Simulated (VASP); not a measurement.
# AgAu (R-3m) in VASP: notebook, part 2 of 2

VASP 6.6.1. Earlier steps stand in the parts before.

### Step 3. Single point, LDA (8.70 Å³/atom)

This run uses another cell than the first one, of 8.70 Å³/atom.

INCAR

```
SYSTEM = AgAu
ALGO = Normal ; EDIFF = 1E-6
ENCUT = 520 ; GGA = CA
ISIF = 2 ; ISMEAR = -1
LASPH = .TRUE. ; LCHARG = .FALSE.
LREAL = .FALSE. ; LWAVE = .FALSE.
NBANDS = 18 ; NELM = 60
PREC = Accurate ; SIGMA = 0.05
```

KPOINTS

```
k-points
0
G
  14 14 14
  0 0 0
```

POSCAR

```
AgAu
1.0
    1.1568882568      0.6679297465      3.7547123121
   -1.1568882568      0.6679297465      3.7547123121
    0.0000000000     -1.3358594930      3.7547123121
Ag Au
1 1
Direct
    0.0000000000      0.0000000000      0.0000000000
    0.5000000000      0.5000000000      0.5000000000
```

Potentials or basis: VASP PAW LDA potentials, release 64 (Ag, Au).

The run is started by

```
> cat potpaw_LDA.64/Ag/POTCAR potpaw_LDA.64/Au/POTCAR > POTCAR
> mpirun -np 1 vasp_std > vasp.out
```

OUTCAR:

```text
SYSTEM = AgAu
   EDIFF = 1E-6
   ENCUT = 520
   GGA = CA
   ISIF = 2
   ISMEAR = -1
   LASPH = .TRUE.
   LREAL = .FALSE.
   NELM = 60
   PREC = Accurate

 ion  position               nearest neighbor table
   1  0.000  0.000  0.000-   2 2.30   2 2.30   2 2.30   2 2.30   2 2.30   2 2.30   2 3.27   2 3.27
                             2 3.27
   2  0.500  0.500  0.500-   1 2.30   1 2.30   1 2.30   1 2.30   1 2.30   1 2.30   1 3.27   1 3.27
                             1 3.27

  LATTYP: Found a trigonal (rhomboedric) cell.
 ALAT       =     3.9852710236
 COS(alpha) =     0.8314622863

  Lattice vectors:

 A1 = (   1.1568882568,   0.6679297465,   3.7547123121)
 A2 = (  -1.1568882568,   0.6679297465,   3.7547123121)
 A3 = (   0.0000000000,  -1.3358594930,   3.7547123121)

Analysis of symmetry for initial positions (statically):
=====================================================================
 Subroutine PRICEL returns:
 Original cell was already a primitive cell.

 Routine SETGRP: Setting up the symmetry group for a
 trigonal (rhombohedral) supercell.

 Subroutine GETGRP returns: Found 12 space group operations
 (whereof 12 operations were pure point group operations)
 out of a pool of 12 trial point group operations.

The static configuration has the point symmetry D_3d.

Analysis of symmetry for dynamics (positions and initial velocities):
=====================================================================
 Subroutine PRICEL returns:
 Original cell was already a primitive cell.

 Routine SETGRP: Setting up the symmetry group for a
 trigonal (rhombohedral) supercell.

 Subroutine GETGRP returns: Found 12 space group operations
 (whereof 12 operations were pure point group operations)
 out of a pool of 12 trial point group operations.

The dynamic configuration has the point symmetry D_3d.

 Subroutine INISYM returns: Found 12 space group operations
[... 106 lines left out ...]
   TEBEG  =    0.0;   TEEND  =   0.0 temperature during run
   PSTRESS=    0.0 pullay stress
   NELECT =      22.0000    total number of electrons
   NUPDOWN=      -1.0000    fix difference up-down
   EMIN   =  10.00;   EMAX   =-10.00  energy-range for DOS
   EFERMI =   0.00;   METHOD = LEGACY
   ISMEAR =    -1;   SIGMA  =   0.05  broadening in eV -4-tet -1-fermi 0-gaus
   EFERMI_NEDOS =   21; number of points for ismear=-14 and -15
   IALGO  =     38    algorithm
   IMIX   =      4    mixing-type and parameters
     AMIX     =   0.40;   BMIX     =  1.00
     AMIX_MAG =   1.60;   BMIX_MAG =  1.00
  volume/ion in A,a.u.               =       8.70        58.74
  Fermi-wavevector in a.u.,A,eV,Ry     =   1.769969  3.344757 42.624204  3.132791
  Thomas-Fermi vector in A             =   2.836852
   LORBIT       =      0    0 simple, 1 ext, 2 COOP (PROOUT), +10 PAW based schemes
   GGA     = CA    functional components
   LHFCALC =     F    Hartree Fock is set to
   AEXX    =    0.0000 exact exchange contribution
   IVDW    =     0    specifies the selected vdW correction
   LEPSILON=     F    determine dielectric tensor
   LRPA    =     F    only Hartree local field effects (RPA)
 non-spin polarized calculation
  energy-cutoff  :      520.00
  volume of cell :       17.41
 maximum number of plane-waves:       499
 NGX is ok and might be reduce to    30
   NGX = 15   NGY = 15   NGZ = 15

 number of electron      22.0000001 magnetization

 Free energy of the ion-electron system (eV)
  ---------------------------------------------------
  ext. energy  EPLUGINS =         0.00000000
  ---------------------------------------------------
  free energy    TOTEN  =         5.99566571 eV

  energy without entropy =        5.99989187  energy(sigma->0) =        5.99777879

 E-fermi :  25.3464     XC(G=0): -17.0734

 val. band max:       25.3235192385   @ k =   0.2857   0.2143   0.0714
 cond. band min:      25.3538175503   @ k =  -0.4286   0.3571   0.0714
 fundamental gap:      0.0302983118
 Fermi energy:        25.3463699314

 k-point     1 :       0.0000    0.0000    0.0000
  band No.  band energies     occupation
      1       6.8834      2.00000
      2       9.4384      2.00000
      3      13.8505      2.00000
      4      13.8505      2.00000
      5      14.2067      2.00000
      6      14.2067      2.00000
[... 481 lines left out ...]
      5      14.3671      2.00000
      6      14.8090      2.00000
[... 10 lines left out ...]
     17      42.0617      0.00000
     18      46.9788      0.00000

 [... further k-points ...]
[... 5 lines left out ...]
  --------------------------------------------------------------------------------------
  -------------------------------------------------------------------------------------
  Total       62.1654160     62.1654160     62.9020331     -0.0000000      0.0000000      0.0000000
  in kB     5721.4922134   5721.4922136   5789.2879326     -0.0000000      0.0000000      0.0000000
  external PRESSURE =    5744.0907865 kB  Pullay stress =       0.0000000 kB

 VOLUME and BASIS-vectors are now :
 -----------------------------------------------------------------------------
  energy-cutoff  :      520.00
  volume of cell :       17.41
      direct lattice vectors                 reciprocal lattice vectors
     1.156888257  0.667929747  3.754712312     0.432193859  0.249527241  0.088777330
    -1.156888257  0.667929747  3.754712312    -0.432193859  0.249527241  0.088777330
     0.000000000 -1.335859493  3.754712312     0.000000000 -0.499054482  0.088777330

 POSITION                                       TOTAL-FORCE (eV/Angst)
 -----------------------------------------------------------------------------------
      0.00000      0.00000      0.00000         0.000000     -0.000000      0.000000
      0.00000      0.00000      5.63207        -0.000000      0.000000     -0.000000
 -----------------------------------------------------------------------------------
    total drift:                                0.000000      0.000000      0.000000

  FREE ENERGIE OF THE ION-ELECTRON SYSTEM (eV)
  ---------------------------------------------------
  free  energy   TOTEN  =         5.9956657055 eV

  energy  without entropy=        5.9998918653  energy(sigma->0) =        5.99777879
```

OSZICAR:

```text
N       E                     dE             d eps       ncg     rms          rms(c)
DAV:   1     0.153276894589E+03    0.15328E+03   -0.11975E+04 10464   0.130E+03
DAV:   2     0.795910680667E+01   -0.14532E+03   -0.14119E+03 11150   0.323E+02
DAV:   3     0.503558380177E+01   -0.29235E+01   -0.29148E+01 11792   0.474E+01
DAV:   4     0.502635236254E+01   -0.92314E-02   -0.92306E-02 11692   0.266E+00
DAV:   5     0.502630592047E+01   -0.46442E-04   -0.46442E-04 11854   0.185E-01    0.783E+01
DAV:   6     0.564999852718E+01    0.62369E+00   -0.44051E-02 11268   0.255E+00    0.465E+01
DAV:   7     0.599491943966E+01    0.34492E+00   -0.48200E-02 11082   0.288E+00    0.676E-01
DAV:   8     0.599572981998E+01    0.81038E-03   -0.52135E-03 11886   0.788E-01    0.208E-01
DAV:   9     0.599567890362E+01   -0.50916E-04   -0.19278E-04 12240   0.147E-01    0.695E-02
DAV:  10     0.599566648766E+01   -0.12416E-04   -0.12960E-05 12002   0.389E-02    0.154E-02
DAV:  11     0.599566570548E+01   -0.78218E-06   -0.58285E-07  6502   0.109E-02
   1 F= 0.59956657E+01 E0= 0.59977788E+01  d E =-.422616E-02
```

Run time: 2.4 min. Hardware: 1 thread of Intel Xeon 6975P-C (Granite Rapids), shared host; peak memory 0.24 GiB.

Results:

```yaml
Free_energy: 5.9957 eV
Pressure: 574.4 GPa
Band_gap_on_the_k_mesh: zero (bands 11 and 12 overlap by 10.31 eV)
```

Caveat: the stress differs along the axes, from 572 to 579 GPa; spin-orbit coupling is left out, which moves the levels of the heavy elements.

### Step 4. Single point, LDA (10.44 Å³/atom)

This run uses another cell than the first one, of 10.44 Å³/atom.

INCAR

```
  ALGO = Normal
  EDIFF = 1E-6
  ENCUT = 520
  GGA = CA
  ISIF = 2
  ISMEAR = -1
  LASPH = True
  LCHARG = False
  LREAL = False
  LWAVE = False
  NBANDS = 18
  NELM = 60
  PREC = Accurate
  SIGMA = 0.05
```

KPOINTS

```
k-points
0
Gamma
  14 14 14
```

POSCAR

```
AgAu
1.0
    1.2293772197      0.7097812687      3.9899772133
   -1.2293772197      0.7097812687      3.9899772133
    0.0000000000     -1.4195625374      3.9899772133
Ag Au
1 1
Direct
    0.0000000000      0.0000000000      0.0000000000
    0.5000000000      0.5000000000      0.5000000000
```

The run is started by

```
> cat potpaw_LDA.64/Ag/POTCAR potpaw_LDA.64/Au/POTCAR > POTCAR
> mpirun -np 1 vasp_std > vasp.out
```

Run time: 1.9 min. Hardware: 1 thread of Intel Xeon 6975P-C (Granite Rapids), shared host; peak memory 0.26 GiB.

The run converged. Its results:

- Free energy: -2.5147 eV
- Pressure: 252.9 GPa
- Band gap on the k mesh: zero (bands 11 and 12 overlap by 8.61 eV)

Stress tensor (GPa, compression positive):
```
251.68   0.00   0.00
  0.00 251.68   0.00
  0.00   0.00 255.46
```

Levels at points of the mesh, in eV from the Fermi level:
| k point | band 7 | band 8 | band 9 | band 10 | band 11 | band 12 | band 13 | band 14 | band 15 | band 16 |
| --- | --- | --- | --- | --- | --- | --- | --- | --- | --- | --- |
| (0.00, 0.00, 0.00) | -8.57 | -5.75 | -5.75 | -3.28 | -3.27 | -3.27 | 6.73 | 12.31 | 13.60 | 19.80 |
| (0.50, 0.00, 0.00) | -6.81 | -6.18 | -4.08 | -2.35 | 0.75 | 2.04 | 7.60 | 7.92 | 13.63 | 16.06 |
| (0.50, 0.50, 0.00) | -3.62 | -3.39 | -3.18 | -2.60 | -2.23 | -0.23 | 6.37 | 11.27 | 11.30 | 11.41 |
| (0.50, 0.50, 0.50) | -8.12 | -8.12 | -5.98 | -5.98 | -4.97 | -4.97 | 12.66 | 14.10 | 14.86 | 17.85 |

Caveat: the cell stands under pressure; spin-orbit coupling is left out, which moves the levels of the heavy elements.

### Step 5. Single point, LDA

This run uses another cell than the first one, of 17.41 Å³/atom.

INCAR

```
  PREC = Accurate
  ENCUT = 520
  EDIFF = 1E-7
  ISMEAR = -1
  SIGMA = 0.05
  LREAL = F
  LASPH = T
  NELM = 100
  ALGO = Normal
  ISIF = 2
  LWAVE = F
  LCHARG = T
  LELF = T
  LVHAR = T
  NBANDS = 18
```

KPOINTS

```
regular mesh
0
Gamma
  14 14 14
```

POSCAR

```
AgAu
1.0
    1.4575878671      0.8415387474      4.7306410783
   -1.4575878671      0.8415387474      4.7306410783
    0.0000000000     -1.6830774949      4.7306410783
Ag Au
1 1
Direct
    0.0000000000      0.0000000000      0.0000000000
    0.5000000000      0.5000000000      0.5000000000
```

The run is started by

```
> cat potpaw_LDA.64/Ag/POTCAR potpaw_LDA.64/Au/POTCAR > POTCAR
> mpirun -np 1 vasp_std > vasp.out
```

Run time: 4.2 min. Hardware: 1 thread of Intel Xeon 6975P-C (Granite Rapids), shared host; peak memory 0.35 GiB.

Results (log left out):

- Free energy: -8.2502 eV
- Pressure: -8.9 GPa
- Band gap on the k mesh: zero (bands 11 and 12 overlap by 5.66 eV)

Stress tensor (GPa, compression positive):
```
-8.83  0.00  0.00
 0.00 -8.83  0.00
 0.00  0.00 -9.15
```

Levels at points of the mesh, in eV from the Fermi level:
```tsv
k point	band 9	band 10	band 11	band 12	band 13	band 14
(0.00, 0.00, 0.00)	-3.42	-2.32	-2.32	-0.57	3.36	14.45
(0.50, 0.00, 0.00)	-2.87	-1.82	0.75	1.14	5.63	5.74
(0.50, 0.50, 0.00)	-2.06	-1.79	-0.64	1.32	2.99	6.41
(0.50, 0.50, 0.50)	-3.58	-3.58	-2.89	-2.89	10.83	11.44
```

Caveat: the cell stands under tension; spin-orbit coupling is left out, which moves the levels of the heavy elements.

### Step 6. The runs side by side

```tsv
cell	gap on the mesh (eV)	pressure (GPa)
a = 3.985 Å, angles 33.8°, 2 atoms	none	574.4
a = 4.235 Å, angles 33.8°, 2 atoms	none	252.9
a = 5.021 Å, angles 33.8°, 2 atoms	none	-8.9
```

Alike in all rows: task single point; level LDA; potentials or basis VASP PAW LDA potentials, release 64 (Ag, Au); no spin polarisation; k mesh 14 × 14 × 14; cutoff (eV) 520; smearing fermi-dirac 0.05 eV.

Caveats: spin-orbit coupling is left out, which moves the levels of the heavy elements; the stress differs along the axes, from 572 to 579 GPa (at least some runs); the cell stands under pressure (at least some runs); the cell stands under tension (at least some runs).

Absolute energies hang on the potentials; compare differences alone.

The gap in the log of VASP goes by the Fermi energy; the results here count the filled bands.